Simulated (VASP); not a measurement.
Set up this calculation in VASP 6.6.1, as the native input.

```yaml
Task: single point
Functional: PBE
Potentials_or_basis: VASP PAW PBE potentials, release 64 (Ir)
Cutoff: 520 eV
k_mesh: 18 × 18 × 12
Occupations: gaussian, width 0.15 eV
Spin: no spin polarisation
Dipole_correction: no
Further_INCAR_settings: ALGO = Normal; EDIFF = 1e-07; NBANDS = 16
```

The structure of Ir lies in POSCAR:

```
Ir
1.0
    2.8614330104      0.0000000000      0.0000000000
   -1.4307165052      2.4780736782      0.0000000000
    0.0000000000      0.0000000000      4.2837984000
Ir
2
Direct
    0.6666666667      0.3333333333      0.7500000000
    0.3333333333      0.6666666667      0.2500000000
```

This cell differs from its parent crystal: strain +0.040 along x and y, -0.040 along z.

One way to write it, as run:

INCAR

```
SYSTEM = Ir
PREC = Accurate
ENCUT = 520
EDIFF = 1E-7
ISMEAR = 0
SIGMA = 0.15
LREAL = .FALSE.
LASPH = .TRUE.
NELM = 60
ALGO = Normal
ISIF = 2
LWAVE = .FALSE.
LCHARG = .TRUE.
GGA = PE
LELF = .TRUE.
LVHAR = .TRUE.
NBANDS = 16
```

KPOINTS

```
regular mesh
0
G
  18 18 12
  0 0 0
```

Potentials or basis: VASP PAW PBE potentials, release 64 (Ir).

The run is started by

```bash
$ cat potpaw_PBE.64/Ir/POTCAR > POTCAR
$ mpirun -np 1 vasp_std > vasp.out
```

It gave:

* Pressure: -9.9 GPa
* Band gap on the k mesh: zero (band 9 reaches 10.02 eV, above the bottom of band 10 at 7.34 eV)

Caveat: the cell differs from its parent crystal (strain +0.040 along x and y, -0.040 along z); spin-orbit coupling is left out, which moves the levels of the heavy elements.

Run time: 80 s on 1 thread of Intel Xeon 6975P-C, on a shared host, peak memory 0.24 GiB.
